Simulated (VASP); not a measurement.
Here is a VASP 6.6.1 calculation.

Contents of INCAR:

```
ALGO = Normal ; EDIFF = 1E-7
EDIFFG = -0.04 ; ENCUT = 600
GGA = PE ; IBRION = 2
ISIF = 3 ; ISMEAR = 0
LASPH = True ; LCHARG = False
LREAL = False ; LWAVE = False
NELM = 60 ; NSW = 90
PREC = Accurate ; SIGMA = 0.1
```

Contents of KPOINTS:

```
k-points
0
Gamma
  6 6 1
```

POSCAR

```
Al5InAs6
1.0
    3.8660045200      0.0000000000      0.0000000000
   -1.9330022600      3.3480581200      0.0000000000
    0.0000000000      0.0000000000     19.0694056800
Al In As
5 1 6
Direct
    0.6666666700      0.3333333300      0.1668627100
    0.6666666700      0.3333333300      0.5001960400
    0.6666666700      0.3333333300      0.8335293700
    0.3333333300      0.6666666700      0.0001960400
    0.3333333300      0.6666666700      0.3335293700
    0.3333333300      0.6666666700      0.6668627100
    0.6666666700      0.3333333300      0.2916372800
    0.6666666700      0.3333333300      0.6249706100
    0.6666666700      0.3333333300      0.9583039500
    0.3333333300      0.6666666700      0.1249706100
    0.3333333300      0.6666666700      0.4583039500
    0.3333333300      0.6666666700      0.7916372800
```

Potentials or basis: VASP PAW PBE potentials, release 64 (Al, In_d, As).

Command:

```sh
$ cat potpaw_PBE.64/Al/POTCAR potpaw_PBE.64/In_d/POTCAR potpaw_PBE.64/As/POTCAR > POTCAR
$ mpirun -np 1 vasp_std > vasp.out
```

Q: What does it give for the space group after relaxing (to 0.1 Å)?

A: P3m1 (No. 156).

Q: Predict the relaxed cell.

A: a = 4.094 Å, b = 4.094 Å, c = 20.230 Å, α = 90.00°, β = 90.00°, γ = 120.00°.

Q: Estimate the relaxed volume.

A: 24.47 Å³/atom.

Final structure:
```xyz
12
Lattice="4.0938 0.0000 0.0000 -2.0469 3.5453 0.0000 0.0000 0.0000 20.2296" Properties=species:S:1:pos:R:3 pbc="T T T"
Al    2.0469    1.1818    3.3744
Al    2.0469    1.1818    9.9822
Al    2.0469    1.1818   16.9885
Al    0.0000    2.3635    0.0674
Al    0.0000    2.3635    6.6812
In    0.0000    2.3635   13.5166
As    2.0469    1.1818    5.8658
As    2.0469    1.1818   12.4576
As    2.0469    1.1818   19.4828
As    0.0000    2.3635    2.5617
As    0.0000    2.3635    9.1749
As    0.0000    2.3635   16.1871
```

Caveat: the volume moved by over 15 % at a fixed basis, so the end points are rough.
